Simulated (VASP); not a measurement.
TaN: relaxation of cell and atoms with BLYP

TaN:

```xyz
2
Lattice="0.0000 2.4911 2.4911 2.4911 0.0000 2.4911 2.4911 2.4911 0.0000" Properties=species:S:1:pos:R:3 pbc="T T T"
Ta    0.0000    0.0000    0.0000
N     1.2456    1.2456    1.2456
```

```
Program                : VASP 6.6.1
Task                   : relaxation of cell and atoms
Functional             : BLYP
Potentials or basis    : VASP PAW PBE potentials, release 64 (Ta_sv_GW, N)
Cutoff                 : 700 eV
k mesh                 : 9 × 9 × 9
Occupations            : fermi-dirac, width 0.05 eV
Spin                   : no spin polarisation
Dipole correction      : no
Further INCAR settings : ALGO = Normal; EDIFF = 1e-07; IBRION = 2; EDIFFG = -0.01; NSW = 60; ISIF = 3
```

The relaxed volume is 13.93 Å³/atom. The relaxed cell is a = 3.403 Å, b = 3.403 Å, c = 3.403 Å, α = 60.00°, β = 60.00°, γ = 60.00°. The space group after relaxing (to 0.1 Å) is F-43m (No. 216). The energy gained by relaxing is 99.0 meV/atom, the ionic steps are 8 and the pressure after relaxing is 0.1 GPa. The band gap on the k mesh is zero (bands 9 and 10 overlap by 0.53 eV).

The path:
| step | energy change (eV) | largest force (eV/Å) | pressure (GPa) | volume (Å³) |
| --- | --- | --- | --- | --- |
| 1 | 0.0000 | 0.0000 | -18.99 | 30.92 |
| 2 | 0.4888 | 0.0000 | 57.48 | 23.42 |
| 3 | -0.1974 | 0.0000 | -1.27 | 28.03 |
| 4 | -0.1980 | 0.0000 | -0.26 | 27.90 |
| 5 | -0.1980 | 0.0000 | 0.22 | 27.84 |
| 6 | -0.1980 | 0.0000 | -0.34 | 27.91 |
| 7 | -0.1980 | 0.0000 | -0.22 | 27.87 |
| 8 | -0.1980 | 0.0000 | 0.11 | 27.86 |

Final structure:
```yaml
crystal:
  lattice:
    - [0.00000, 2.40605, 2.40605]
    - [2.40605, 0.00000, 2.40605]
    - [2.40605, 2.40605, 0.00000]
  atoms:
    - { symbol: Ta, position: [0.00000, 0.00000, 0.00000] }
    - { symbol: N, position: [0.25000, 0.25000, 0.25000] }
```

Levels at points of the mesh, in eV from the Fermi level:
```tsv
k point	band 6	band 7	band 8	band 9	band 10	band 11	band 12	band 13
(0.00, 0.00, 0.00)	-6.70	-6.70	-6.70	-0.99	0.42	0.42	5.40	5.40
```

Run time: 6.4 min on 1 thread of AMD EPYC 7R43 64-Core Processor (Zen 3), on a shared host, peak memory 0.17 GiB.

Caveat: the PAW data sets were made with another functional, which shifts forces and pressure a little; spin-orbit coupling is left out, which moves the levels of the heavy elements.
